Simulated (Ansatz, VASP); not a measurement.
# WS2 in VASP and in Ansatz

```xyz
6
Lattice="3.1800 0.0000 0.0000 -1.5900 2.7540 0.0000 0.0000 0.0000 12.5000" Properties=species:S:1:pos:R:3 pbc="T T T"
W     1.5900    0.9180    9.3750
W     0.0000    1.8360    3.1250
S     1.5900    0.9180    4.6875
S     0.0000    1.8360   10.9375
S     1.5900    0.9180    1.5625
S     0.0000    1.8360    7.8125
```

Alike in both runs: task relaxation of cell and atoms; functional PBEsol; k mesh 10 × 10 × 3; occupations fermi-dirac, width 0.05 eV; no spin polarisation.

|  | VASP | Ansatz |
| --- | --- | --- |
| version | VASP 6.6.1 | Ansatz 0.2.0 |
| potentials or method | VASP PAW PBE potentials, release 64 (W_sv, S) | Ansatz PAW |
| plane-wave cutoff (eV) | 600 | 420 |
| valence electrons in the cell | 52 | 52 |

VASP gave:

| Property | Result |
| --- | --- |
| relaxed volume (Å³/atom) | 18.14 |
| relaxed length of the cell vector where the two differ most in proportion (Å) | 12.689 |

Task: What did Ansatz give for the same quantities?

Result: Relaxed volume (Å³/atom): 18.14; relaxed length of the cell vector where the two differ most in proportion (Å): 12.694.

VASP's potentials were made for PBE, not for PBEsol.

Spin-orbit coupling is off throughout. Noted on Ansatz's run: odd divisions of the mesh miss points on the zone boundary, where band edges often lie, so the gap on the mesh can be too wide; the plane-wave basis is chosen anew once the cell has moved, so the energies of steps on either side of that aren't comparable.
